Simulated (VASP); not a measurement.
# CO2: single point with PBE

CO2:

```xyz
12
Lattice="5.9924 0.0000 0.0000 0.0000 5.9924 0.0000 0.0000 0.0000 5.9924" Properties=species:S:1:pos:R:3 pbc="T T T"
C     0.0000    0.0000    0.0000
C     2.9962    0.0000    2.9962
C     2.9962    2.9962    0.0000
C     0.0000    2.9962    2.9962
O     0.6681    0.6681    0.6681
O     2.3282    5.3244    3.6643
O     3.6643    2.3282    5.3244
O     5.3244    3.6643    2.3282
O     5.3244    5.3244    5.3244
O     3.6643    0.6681    2.3282
O     2.3282    3.6643    0.6681
O     0.6681    2.3282    3.6643
```

This cell differs from its parent crystal: volume 17.932 Å^3 an atom, c/a of the conventional cell 1.0000.

```yaml
Program: VASP 6.6.1
Task: single point
Functional: PBE
Potentials_or_basis: VASP PAW PBE potentials, release 64 (C, O)
Cutoff: 520 eV
k_mesh: 4 × 4 × 4
Occupations: gaussian, width 0.05 eV
Spin: no spin polarisation
Dipole_correction: no
Further_INCAR_settings: ALGO = Normal; EDIFF = 1e-07; NBANDS = 44
```

- Pressure: 4.5 GPa
- Largest force: 2.034 eV/Å
- Band gap on the k mesh: 6.73 eV, direct

Forces in eV/Å, atoms in the order of the input:
```
C    0.000  0.000  0.000
C    0.000  0.000  0.000
C    0.000  0.000  0.000
C    0.000  0.000  0.000
O    1.174  1.174  1.174
O   -1.174 -1.174  1.174
O    1.174 -1.174 -1.174
O   -1.174  1.174 -1.174
O   -1.174 -1.174 -1.174
O    1.174  1.174 -1.174
O   -1.174  1.174  1.174
O    1.174 -1.174  1.174
```

Levels at points of the mesh, in eV from the valence-band top:
| k point | band 28 | band 29 | band 30 | band 31 | band 32 | band 33 | band 34 | band 35 | band 36 | band 37 |
| --- | --- | --- | --- | --- | --- | --- | --- | --- | --- | --- |
| (0.00, 0.00, 0.00) | -0.11 | -0.11 | -0.11 | 0.00 | 0.00 | 6.73 | 8.42 | 8.42 | 8.42 | 8.57 |
| (0.50, 0.00, 0.00) | -0.21 | -0.18 | -0.18 | -0.05 | -0.05 | 8.04 | 8.04 | 8.34 | 8.34 | 8.59 |
| (0.50, 0.50, 0.00) | -0.19 | -0.17 | -0.17 | -0.17 | -0.17 | 8.30 | 8.30 | 8.30 | 8.30 | 8.85 |
| (0.50, 0.50, 0.50) | -0.19 | -0.19 | -0.19 | -0.19 | -0.19 | 8.38 | 8.38 | 8.38 | 8.38 | 9.01 |

Wall time 50 s on 1 thread of Intel(R) Xeon(R) 6975P-C (Granite Rapids), with other jobs on the host, peak memory 0.33 GiB.

Caveat: forces of over 1 eV/Å act on the atoms, so gaps and moduli don't describe the material at rest. A k mesh can miss the band edges.
